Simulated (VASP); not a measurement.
# Al3Rh2 (P-6m2) in VASP: notebook, part 2 of 2

VASP 6.6.1.

**4. Relaxation of cell and atoms, PBE**

Contents of INCAR:

```
ALGO     = Normal         # electronic algorithm
EDIFF    = 1E-7           # SCF threshold, eV
EDIFFG   = -0.04          # ionic threshold
ENCUT    = 600            # plane-wave cutoff, eV
GGA      = PE             # functional
IBRION   = 2              # ionic algorithm
ISIF     = 3              # what is computed and relaxed
ISMEAR   = 0              # smearing method
LASPH    = True           # aspherical terms in the spheres
LCHARG   = False          # write CHGCAR
LREAL    = False          # projectors in reciprocal space
LWAVE    = False          # write WAVECAR
NELM     = 100            # most SCF steps
NSW      = 90             # ionic steps
PREC     = Accurate       # precision mode
SIGMA    = 0.1            # smearing width, eV
```

Contents of KPOINTS:

```
k-points
0
Gamma
  6 6 4
```

Contents of POSCAR:

```
Al3Rh2
1.0
    4.0314118800      0.0000000000      0.0000000000
   -2.0157059400      3.4913051000      0.0000000000
    0.0000000000      0.0000000000      4.9504277000
Al Rh
3 2
Direct
    0.0000000000      0.0000000000      0.7454000100
    0.0000000000      0.0000000000      0.2545999900
    0.6666666700      0.3333333300      0.0000000000
    0.6666666700      0.3333333300      0.5000000000
    0.3333333300      0.6666666700      0.0000000000
```

Potentials or basis: VASP PAW PBE potentials, release 64 (Al, Rh_pv).

Run with:

```sh
$ cat potpaw_PBE.64/Al/POTCAR potpaw_PBE.64/Rh_pv/POTCAR > POTCAR
$ mpirun -np 1 vasp_std > vasp.out
```

OUTCAR:

```text
EDIFF = 1E-7
   EDIFFG = -0.04
   ENCUT = 600
   GGA = PE
   IBRION = 2
   ISIF = 3
   ISMEAR = 0
   LASPH = True
   LREAL = False
   NELM = 100
   NSW = 90
   PREC = Accurate

 ion  position               nearest neighbor table
   1  0.000  0.000  0.745-   2 2.43   2 2.52   4 2.63   4 2.63   4 2.63   5 2.65   3 2.65   3 2.65
                             5 2.65   3 2.65   5 2.65
   2  0.000  0.000  0.255-   1 2.43   1 2.52   4 2.63   4 2.63   4 2.63   3 2.65   5 2.65   3 2.65
                             5 2.65   3 2.65   5 2.65
   3  0.667  0.333  0.000-   5 2.33   5 2.33   5 2.33   4 2.48   4 2.48   1 2.65   2 2.65   1 2.65
                             2 2.65   1 2.65   2 2.65
   4  0.667  0.333  0.500-   3 2.48   3 2.48   1 2.63   2 2.63   1 2.63   2 2.63   1 2.63   2 2.63

   5  0.333  0.667  0.000-   3 2.33   3 2.33   3 2.33   1 2.65   2 2.65   2 2.65   1 2.65   2 2.65
                             1 2.65

  LATTYP: Found a hexagonal cell.
 ALAT       =     4.0314118800
 C/A-ratio  =     1.2279637624

  Lattice vectors:

 A1 = (   4.0314118800,   0.0000000000,   0.0000000000)
 A2 = (  -2.0157059400,   3.4913051000,   0.0000000000)
 A3 = (   0.0000000000,   0.0000000000,   4.9504277000)

Analysis of symmetry for initial positions (statically):
=====================================================================
 Subroutine PRICEL returns:
 Original cell was already a primitive cell.

 Routine SETGRP: Setting up the symmetry group for a
 hexagonal supercell.

 Subroutine GETGRP returns: Found 12 space group operations
 (whereof 12 operations were pure point group operations)
 out of a pool of 24 trial point group operations.

The static configuration has the point symmetry D_3h.

Analysis of symmetry for dynamics (positions and initial velocities):
=====================================================================
 Subroutine PRICEL returns:
 Original cell was already a primitive cell.

 Routine SETGRP: Setting up the symmetry group for a
 hexagonal supercell.

 Subroutine GETGRP returns: Found 12 space group operations
 (whereof 12 operations were pure point group operations)
 out of a pool of 24 trial point group operations.

The dynamic configuration has the point symmetry D_3h.

 Subroutine INISYM returns: Found 12 space group operations
 (whereof 12 operations are pure point group operations),
 and found     1 'primitive' translations

----------------------------------------------------------------------------------------

                                     Primitive cell

  volume of cell :      69.6767

  direct lattice vectors                    reciprocal lattice vectors
     4.031411880  0.000000000  0.000000000     0.248052055  0.143212921  0.000000000
    -2.015705940  3.491305100  0.000000000     0.000000000  0.286425841  0.000000000
     0.000000000  0.000000000  4.950427700     0.000000000  0.000000000  0.202002748

  length of vectors
     4.031411880  4.031411879  4.950427700     0.286425841  0.286425841  0.202002748

  position of ions in fractional coordinates (direct lattice)
     0.000000000  0.000000000  0.745400010
     0.000000000  0.000000000  0.254599990
     0.666666670  0.333333330  0.000000000
     0.666666670  0.333333330  0.500000000
     0.333333330  0.666666670  0.000000000

  ion indices of the primitive-cell ions
   primitive index   ion index
                 1           1
                 2           2
                 3           3
                 4           4
                 5           5

----------------------------------------------------------------------------------------

 KPOINTS: k-points

Automatic generation of k-mesh.
 Grid dimensions read from file:
 generate k-points for:    6    6    4

 Generating k-lattice:

  Cartesian coordinates                     Fractional coordinates (reciprocal lattice)
     0.041342009  0.023868820  0.000000000     0.166666667  0.000000000  0.000000000
     0.000000000  0.047737640  0.000000000     0.000000000  0.166666667  0.000000000
     0.000000000  0.000000000  0.050500687     0.000000000  0.000000000  0.250000000

  Length of vectors
     0.047737640  0.047737640  0.050500687

  Shift w.r.t. Gamma in fractional coordinates (k-lattice)
     0.000000000  0.000000000  0.000000000

 Subroutine IBZKPT returns following result:
 ===========================================

 Found     21 irreducible k-points:

 Following reciprocal coordinates:
            Coordinates               Weight
  0.000000  0.000000  0.000000      1.000000
  0.166667  0.000000  0.000000      6.000000
  0.333333  0.000000  0.000000      6.000000
  0.500000  0.000000  0.000000      3.000000
  0.166667  0.166667  0.000000      6.000000
  0.333333  0.166667  0.000000     12.000000
[... 13 lines left out ...]
  0.333333  0.166667  0.500000     12.000000
  0.333333  0.333333  0.500000      2.000000
   k-points           NKPTS =     21   k-points in BZ     NKDIM =     21   number of bands    NBANDS=     23
   number of dos      NEDOS =    301   number of ions     NIONS =      5
   total plane-waves  NPLWV =  40960
   dimension x,y,z NGX =    32 NGY =   32 NGZ =   40
   dimension x,y,z NGXF=    64 NGYF=   64 NGZF=   80
   ions per type =               3   2
   NGX,Y,Z   is equivalent  to a cutoff of  13.20, 13.20, 13.43 a.u.
   NGXF,Y,Z  is equivalent  to a cutoff of  26.39, 26.39, 26.87 a.u.
 SYSTEM =  unknown system
   PREC   = accura    normal or accurate (medium, high low for compatibility)
   ISTART =      0    job   : 0-new  1-cont  2-samecut
   ICHARG =      2    charge: 1-file 2-atom 10-const
   ISPIN  =      1    spin polarized calculation?
   LNONCOLLINEAR =      F non collinear calculations
   LSORBIT =      F    spin-orbit coupling
   LASPH  =      T    aspherical Exc in radial PAW
   ENCUT  =  600.0 eV  44.10 Ry    6.64 a.u.   8.05  8.05  9.89*2*pi/ulx,y,z
   NELM   =    100;   NELMIN=  2; NELMDL= -5     # of ELM steps
   EDIFF  = 0.1E-06   stopping-criterion for ELM
   LREAL  =      F    real-space projection
   EDIFFG = -.4E-01   stopping-criterion for IOM
   NSW    =     90    number of steps for IOM
   IBRION =      2    ionic relax: 0-MD 1-quasi-New 2-CG
   NFREE  =      1    steps in history (QN), initial steepest desc. (CG)
   ISIF   =      3    stress and relaxation
   ISYM   =      2    0-nonsym 1-usesym 2-fastsym
   POTIM  = 0.5000    time-step for ionic-motion
   TEBEG  =    0.0;   TEEND  =   0.0 temperature during run
   PSTRESS=    0.0 pullay stress
   NELECT =      39.0000    total number of electrons
   NUPDOWN=      -1.0000    fix difference up-down
   EMIN   =  10.00;   EMAX   =-10.00  energy-range for DOS
   EFERMI =   0.00;   METHOD = LEGACY
   ISMEAR =     0;   SIGMA  =   0.10  broadening in eV -4-tet -1-fermi 0-gaus
   EFERMI_NEDOS =   21; number of points for ismear=-14 and -15
   IALGO  =     38    algorithm
   IMIX   =      4    mixing-type and parameters
     AMIX     =   0.40;   BMIX     =  1.00
     AMIX_MAG =   1.60;   BMIX_MAG =  1.00
  volume/ion in A,a.u.               =      13.94        94.04
  Fermi-wavevector in a.u.,A,eV,Ry     =   1.349171  2.549564 24.766189  1.820264
  Thomas-Fermi vector in A             =   2.476780
   LORBIT       =      0    0 simple, 1 ext, 2 COOP (PROOUT), +10 PAW based schemes
   GGA     = PE    functional components
   LHFCALC =     F    Hartree Fock is set to
   AEXX    =    0.0000 exact exchange contribution
   IVDW    =     0    specifies the selected vdW correction
   LEPSILON=     F    determine dielectric tensor
   LRPA    =     F    only Hartree local field effects (RPA)
 conjugate gradient relaxation of ions
 non-spin polarized calculation
 Gauss-broadening in eV      SIGMA  =   0.10
  energy-cutoff  :      600.00
  volume of cell :       69.68
 maximum number of plane-waves:      2352
   NGX = 17   NGY = 17   NGZ = 19

--------------------------------------- Ionic step        1  -------------------------------------------

 number of electron      38.9999993 magnetization

 Free energy of the ion-electron system (eV)
  ---------------------------------------------------
  ext. energy  EPLUGINS =         0.00000000
  ---------------------------------------------------
  free energy    TOTEN  =       -27.65887984 eV

  energy without entropy =      -27.63899689  energy(sigma->0) =      -27.64893836

 E-fermi :  10.2221     XC(G=0): -11.9092

 val. band max:       10.1929789403   @ k =   0.3333   0.0000   0.0000
 cond. band min:      10.2523168694   @ k =   0.1667   0.1667   0.5000
 fundamental gap:      0.0593379291
 Fermi energy:        10.2221186041

 k-point     1 :       0.0000    0.0000    0.0000
  band No.  band energies     occupation
      1     -36.2616      2.00000
      2     -36.2616      2.00000
      3     -36.0641      2.00000
      4     -35.9791      2.00000
      5     -35.9791      2.00000
      6     -35.9056      2.00000
[... 766 lines left out ...]
  energy  without entropy=      -28.1545765274  energy(sigma->0) =      -28.16357466

--------------------------------------- Ionic step        7  -------------------------------------------

 number of electron      39.0000000 magnetization

 Free energy of the ion-electron system (eV)
  ---------------------------------------------------
  ext. energy  EPLUGINS =         0.00000000
  ---------------------------------------------------
  free energy    TOTEN  =       -28.17300558 eV

  energy without entropy =      -28.15461643  energy(sigma->0) =      -28.16381100

 E-fermi :   8.6574     XC(G=0): -11.3528

 val. band max:        8.6034711431   @ k =   0.3333   0.1667   0.5000
 cond. band min:       8.6987153008   @ k =   0.3333   0.1667   0.0000
 fundamental gap:      0.0952441577
 Fermi energy:         8.6574076258

 k-point     1 :       0.0000    0.0000    0.0000
  band No.  band energies     occupation
      1     -37.5165      2.00000
      2     -37.5165      2.00000
      3     -37.3032      2.00000
      4     -37.2759      2.00000
      5     -37.2759      2.00000
      6     -37.2135      2.00000
[... 567 lines left out ...]
  FREE ENERGIE OF THE ION-ELECTRON SYSTEM (eV)
  ---------------------------------------------------
  free  energy   TOTEN  =       -28.1730055765 eV

  energy  without entropy=      -28.1546164250  energy(sigma->0) =      -28.16381100

 reached required accuracy - stopping structural energy minimisation
```

Run time: 2.7 min. Hardware: 1 thread of Intel Xeon Platinum 8488C (Sapphire Rapids), shared host; peak memory 0.22 GiB.

What came out:

```
Free energy                            : -28.1730 eV
Relaxed volume                         : 15.64 Å³/atom
Relaxed cell                           : a = 4.136 Å, b = 4.136 Å, c = 5.279 Å, α = 90.00°, β = 90.00°, γ = 120.00°
Space group after relaxing (to 0.05 Å) : P-6m2 (No. 187)
Energy gained by relaxing              : 102.8 meV/atom
Ionic steps                            : 7
Pressure after relaxing                : -0.1 GPa
Largest force after relaxing           : 0.005 eV/Å
```

Forces in eV/Å, atoms in the order of the input:
```
Al   0.000  0.000 -0.005
Al   0.000  0.000  0.005
Al   0.000  0.000  0.000
Rh   0.000  0.000  0.000
Rh   0.000  0.000  0.000
```

Step by step:
```csv
step,energy change (eV),largest force (eV/Å),pressure (GPa),volume (Å³)
1,0.0000,0.6060,19.79,69.68
2,-0.0304,0.0293,-13.01,88.50
3,-0.4922,0.1690,-0.69,78.39
4,-0.4924,0.1746,-0.38,78.20
5,-0.5117,0.1096,-0.03,78.08
6,-0.5137,0.0878,0.18,78.02
7,-0.5141,0.0049,-0.15,78.20
```

Final structure:
```xyz
5
Lattice="4.1360 0.0000 0.0000 -2.0680 3.5818 0.0000 0.0000 0.0000 5.2789" Properties=species:S:1:pos:R:3 pbc="T T T"
Al    0.0000    0.0000    3.9025
Al    0.0000    0.0000    1.3765
Al    2.0680    1.1939    0.0000
Rh    2.0680    1.1939    2.6395
Rh    0.0000    2.3879    0.0000
```

Levels at points of the mesh, in eV from the Fermi level:
```csv
k point,band 16,band 17,band 18,band 19,band 20,band 21,band 22,band 23
"(0.00, 0.00, 0.00)",-2.40,-1.82,-1.82,-0.26,2.84,3.03,3.03,3.59
"(0.50, 0.00, 0.00)",-2.09,-1.57,-1.30,-1.24,-0.23,0.71,1.53,2.46
"(0.00, 0.00, 0.50)",-1.82,-1.81,-1.81,2.07,2.88,2.88,3.07,3.52
"(0.50, 0.00, 0.50)",-2.30,-1.74,-1.71,-0.59,-0.53,0.51,2.50,3.30
```

**5. Single point, PBE**

This run uses another cell than the first one, of 15.62 Å³/atom, 1.121 times its volume.

Contents of INCAR:

```
SYSTEM = Al3Rh2
  PREC = Accurate
  ENCUT = 520
  EDIFF = 1E-6
  ISMEAR = 0
  SIGMA = 0.1
  LREAL = .FALSE.
  LASPH = .TRUE.
  NELM = 60
  ALGO = Fast
  ISIF = 2
  LWAVE = .FALSE.
  LCHARG = .FALSE.
  GGA = PE
  NBANDS = 28
```

Contents of KPOINTS:

```
Automatic mesh
0
G
  12 12 8
  0 0 0
```

Contents of POSCAR:

```
Al3Rh2
1.0
    4.1398753826      0.0000000000      0.0000000000
   -2.0699376913      3.5852372498      0.0000000000
    0.0000000000      0.0000000000      5.2624389729
Al Rh
3 2
Direct
    0.0000000000      0.0000000000      0.7390947632
    0.0000000000      0.0000000000      0.2609052368
    0.6666666667      0.3333333333      0.0000000000
    0.6666666667      0.3333333333      0.5000000000
    0.3333333333      0.6666666667      0.0000000000
```

Potentials or basis: VASP PAW PBE potentials, release 64 (Al, Rh_pv).

Run with:

```sh
$ cat potpaw_PBE.64/Al/POTCAR potpaw_PBE.64/Rh_pv/POTCAR > POTCAR
$ mpirun -np 1 vasp_std > vasp.out
```

OUTCAR:

```text
SYSTEM = Al3Rh2
   PREC = Accurate
   ENCUT = 520
   EDIFF = 1E-6
   ISMEAR = 0
   LREAL = .FALSE.
   LASPH = .TRUE.
   NELM = 60
   ISIF = 2
   GGA = PE

 ion  position               nearest neighbor table
   1  0.000  0.000  0.739-   2 2.52   4 2.70   4 2.70   4 2.70   2 2.75   5 2.76   3 2.76   3 2.76
                             5 2.76   3 2.76   5 2.76
   2  0.000  0.000  0.261-   1 2.52   4 2.70   4 2.70   4 2.70   1 2.75   3 2.76   5 2.76   3 2.76
                             5 2.76   3 2.76   5 2.76
   3  0.667  0.333  0.000-   5 2.39   5 2.39   5 2.39   4 2.63   4 2.63   1 2.76   2 2.76   1 2.76
                             2 2.76   1 2.76   2 2.76
   4  0.667  0.333  0.500-   3 2.63   3 2.63   1 2.70   2 2.70   1 2.70   2 2.70   1 2.70   2 2.70

   5  0.333  0.667  0.000-   3 2.39   3 2.39   3 2.39   1 2.76   2 2.76   2 2.76   1 2.76   2 2.76
                             1 2.76

  LATTYP: Found a hexagonal cell.
 ALAT       =     4.1398753826
 C/A-ratio  =     1.2711587878

  Lattice vectors:

 A1 = (   4.1398753826,   0.0000000000,   0.0000000000)
 A2 = (  -2.0699376913,   3.5852372498,   0.0000000000)
 A3 = (   0.0000000000,   0.0000000000,   5.2624389729)
[... 184 lines left out ...]

 val. band max:        8.7117343229   @ k =   0.3333   0.0833   0.5000
 cond. band min:       8.7203236949   @ k =   0.4167   0.0833   0.2500
 fundamental gap:      0.0085893720
 Fermi energy:         8.7126269481

 k-point     1 :       0.0000    0.0000    0.0000
  band No.  band energies     occupation
      1     -37.5184      2.00000
      2     -37.5184      2.00000
      3     -37.3009      2.00000
      4     -37.2316      2.00000
      5     -37.2316      2.00000
      6     -37.2258      2.00000
[... 733 lines left out ...]
     27      15.7424      0.00000
     28      16.4657      0.00000

 [... further k-points ...]

------------------------ aborting loop because EDIFF is reached ----------------------------------------

  FORCE on cell =-STRESS in cart. coord.  units (eV):
  Direction    XX          YY          ZZ          XY          YZ          ZX
  --------------------------------------------------------------------------------------
  -------------------------------------------------------------------------------------
  Total        0.0285258      0.0285258      0.0102808     -0.0000000     -0.0000000      0.0000000
  in kB        0.5851350      0.5851350      0.2108846     -0.0000000     -0.0000000      0.0000000
  external PRESSURE =       0.4603849 kB  Pullay stress =       0.0000000 kB

 VOLUME and BASIS-vectors are now :
 -----------------------------------------------------------------------------
  energy-cutoff  :      520.00
  volume of cell :       78.11
      direct lattice vectors                 reciprocal lattice vectors
     4.139875383  0.000000000  0.000000000     0.241553165  0.139460785  0.000000000
    -2.069937691  3.585237250  0.000000000     0.000000000  0.278921569  0.000000000
     0.000000000  0.000000000  5.262438973     0.000000000  0.000000000  0.190025957

 POSITION                                       TOTAL-FORCE (eV/Angst)
 -----------------------------------------------------------------------------------
      0.00000      0.00000      3.88944        -0.000000      0.000000      0.003193
      0.00000      0.00000      1.37300        -0.000000      0.000000     -0.003193
      2.06994      1.19508      0.00000        -0.000000      0.000000      0.000000
      2.06994      1.19508      2.63122         0.000000     -0.000000      0.000000
     -0.00000      2.39016      0.00000        -0.000000      0.000000      0.000000
 -----------------------------------------------------------------------------------
    total drift:                               -0.000000      0.000000     -0.000000

  FREE ENERGIE OF THE ION-ELECTRON SYSTEM (eV)
  ---------------------------------------------------
  free  energy   TOTEN  =       -28.1724749228 eV

  energy  without entropy=      -28.1558382728  energy(sigma->0) =      -28.16415660
```

stdout:

```text
POSCAR found type information on POSCAR AlRh
 POSCAR found :  2 types and       5 ions
 scaLAPACK will be used
 LDA part: xc-table for (Slater+PW92), standard interpolation
 POSCAR, INCAR and KPOINTS ok, starting setup
 FFT: planning ... GRIDC
 FFT: planning ... GRID_SOFT
 FFT: planning ... GRID
 WAVECAR not read
 entering main loop
```

Wall time 2.3 min (1 thread of Intel Xeon Platinum 8488C (Sapphire Rapids), shared host); peak memory 0.31 GiB.

Results:

* Free energy: -28.1725 eV
* Pressure: 0.0 GPa
* Largest force: 0.003 eV/Å

Forces in eV/Å, atoms in the order of the input:
```
Al   0.000  0.000  0.003
Al   0.000  0.000 -0.003
Al   0.000  0.000  0.000
Rh   0.000  0.000  0.000
Rh   0.000  0.000  0.000
```

Levels at points of the mesh, in eV from the Fermi level:
```
           k point  band 16  band 17  band 18  band 19  band 20  band 21  band 22  band 23  band 24  band 25
(0.00, 0.00, 0.00)    -2.46    -1.86    -1.86    -0.31     2.78     2.96     2.96     3.53     3.53     6.01
(0.50, 0.00, 0.00)    -2.14    -1.61    -1.34    -1.28    -0.25     0.67     1.50     2.44     4.20     4.24
(0.00, 0.00, 0.50)    -1.85    -1.85    -1.85     2.00     2.82     2.82     3.05     3.47     3.47     4.66
(0.50, 0.00, 0.50)    -2.35    -1.76    -1.75    -0.62    -0.57     0.47     2.46     3.24     4.19     5.20
```

**6. Summary**

```tsv
task	cell	k mesh	cutoff (eV)	gap on the mesh (eV)	pressure (GPa)	largest force (eV/Å)
single point	a = 4.031, b = 4.031, c = 4.950 Å, angles 90.0, 90.0, 120.0°, 5 atoms	6 × 6 × 4	520	none	19.8	0.61
single point	a = 4.134, b = 4.134, c = 5.273 Å, angles 90.0, 90.0, 120.0°, 5 atoms	6 × 6 × 4	520	none	0.1	0.01
relaxation of cell and atoms	relaxed from a = 4.031, b = 4.031, c = 4.950 Å, angles 90.0, 90.0, 120.0°, 5 atoms	6 × 6 × 4	600	none	-0.1	-
single point	a = 4.140, b = 4.140, c = 5.262 Å, angles 90.0, 90.0, 120.0°, 5 atoms	12 × 12 × 8	520	none	0.0	-
```

Alike in all rows: level PBE; potentials or basis VASP PAW PBE potentials, release 64 (Al, Rh_pv); no spin polarisation; smearing gaussian 0.1 eV.

Total energies depend on the potentials used, so only differences within one code and one set of settings carry meaning.
